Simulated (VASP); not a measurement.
Input of a VASP 6.6.1 run:

The input INCAR:

```
SYSTEM = Ca2Al2O
PREC = Accurate
ENCUT = 520
EDIFF = 1E-6
ISMEAR = 0
SIGMA = 0.1
LREAL = .False.
LASPH = .True.
NELM = 60
ALGO = Normal
ISIF = 2
LWAVE = .False.
LCHARG = .False.
GGA = PE
NBANDS = 24
```

The input KPOINTS:

```
Automatic mesh
0
Gamma
  4 4 4
  0 0 0
```

Contents of POSCAR:

```
Ca2Al2O
1.0
    4.4001661226      0.0000000000      0.0000000000
    0.0000000000      4.4001661226      0.0000000000
    0.0000000000      0.0000000000      7.0678114180
Ca Al O
2 2 1
Direct
    0.0000000000      0.5000000000      0.5000000000
    0.5000000000      0.0000000000      0.5000000000
    0.5000000000      0.5000000000      0.1701205954
    0.5000000000      0.5000000000      0.8298794046
    0.0000000000      0.0000000000      0.0000000000
```

Potentials or basis: VASP PAW PBE potentials, release 64 (Ca_sv, Al, O).

The run is started by

```console
$ cat potpaw_PBE.64/Ca_sv/POTCAR potpaw_PBE.64/Al/POTCAR potpaw_PBE.64/O/POTCAR > POTCAR
$ mpirun -np 1 vasp_std > vasp.out
```

Question: What does it give for the largest force?

Answer: 0.028 eV/Å.

Question: Predict the pressure.

Answer: 0.0 GPa.

Forces in eV/Å, atoms in the order of the input:
```
Ca   0.000  0.000  0.000
Ca   0.000  0.000  0.000
Al   0.000  0.000 -0.028
Al   0.000  0.000  0.028
O    0.000  0.000  0.000
```
